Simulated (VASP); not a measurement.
Input of a VASP 6.6.1 run:

The input INCAR:

```
SYSTEM = Mg2Zr3
ALGO     = Fast           ! electronic algorithm
EDIFF    = 1E-7           ! SCF threshold, eV
ENCUT    = 520            ! plane-wave cutoff, eV
GGA      = PE             ! functional
ISIF     = 2              ! what is computed and relaxed
ISMEAR   = 0              ! smearing method
LASPH    = .TRUE.         ! aspherical terms in the spheres
LCHARG   = .FALSE.        ! write CHGCAR
LREAL    = .FALSE.        ! projectors in reciprocal space
LWAVE    = .FALSE.        ! write WAVECAR
NBANDS   = 28             ! bands
NELM     = 60             ! most SCF steps
PREC     = Accurate       ! precision mode
SIGMA    = 0.1            ! smearing width, eV
```

File KPOINTS:

```
k-points
0
G
  8 8 8
  0 0 0
```

Contents of POSCAR:

```
Mg2Zr3
1.0
    5.1116702553      0.0000000000      0.0000000000
    0.0000000000      5.1116702553      0.0000000000
    0.0000000000      0.0000000000      5.1116702553
Mg Zr
2 3
Direct
    0.0000000000      0.0000000000      0.0000000000
    0.5000000000      0.5000000000      0.5000000000
    0.0000000000      0.5000000000      0.5000000000
    0.5000000000      0.0000000000      0.5000000000
    0.5000000000      0.5000000000      0.0000000000
```

Potentials or basis: VASP PAW PBE potentials, release 64 (Mg, Zr_sv).

Command:

```console
$ cat potpaw_PBE.64/Mg/POTCAR potpaw_PBE.64/Zr_sv/POTCAR > POTCAR
$ mpirun -np 1 vasp_std > vasp.out
```

(1) What does it give for the pressure?

(2) Predict the band gap on the k mesh.

## Answers

(1) 0.0 GPa.

(2) zero (band 20 reaches 5.61 eV, above the bottom of band 21 at 4.64 eV).
